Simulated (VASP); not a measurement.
A run of VASP 6.6.1 is set up as follows.

File INCAR:

```
PREC = Accurate ; ENCUT = 520
EDIFF = 1E-6 ; ISMEAR = -1
SIGMA = 0.1 ; LREAL = F
LASPH = T ; NELM = 80
ALGO = Normal ; ISIF = 2
LWAVE = F ; LCHARG = F
NBANDS = 30
```

KPOINTS

```
Automatic mesh
0
Gamma
  7 7 2
```

The input POSCAR:

```
Cu
1.0
    2.5265350172      0.0000000000      0.0000000000
   -1.2632675086      2.1880510449      0.0000000000
    0.0000000000      0.0000000000      8.2480272865
Cu
4
Direct
    0.9952300000      0.0002200000      0.9983600000
    0.3277700000      0.6622900000      0.2501700000
    0.0056100000      0.0010200000      0.4991700000
    0.6601900000      0.3208400000      0.7500800000
```

Potentials or basis: VASP PAW LDA potentials, release 64 (Cu).

Command:

```console
$ cat potpaw_LDA.64/Cu/POTCAR > POTCAR
$ mpirun -np 1 vasp_std > vasp.out
```

Problem. What does it give for the pressure?

Solution. -6.9 GPa.

Problem. Predict the band gap on the k mesh.

Solution. Zero (band 22 reaches 10.24 eV, above the bottom of band 23 at 5.92 eV).

Stress tensor (GPa, compression positive):
```
-6.84 -0.08  0.02
-0.08 -7.14 -0.01
 0.02 -0.01 -6.86
```

Caveat: the k points lie up to 0.41 Å⁻¹ apart.
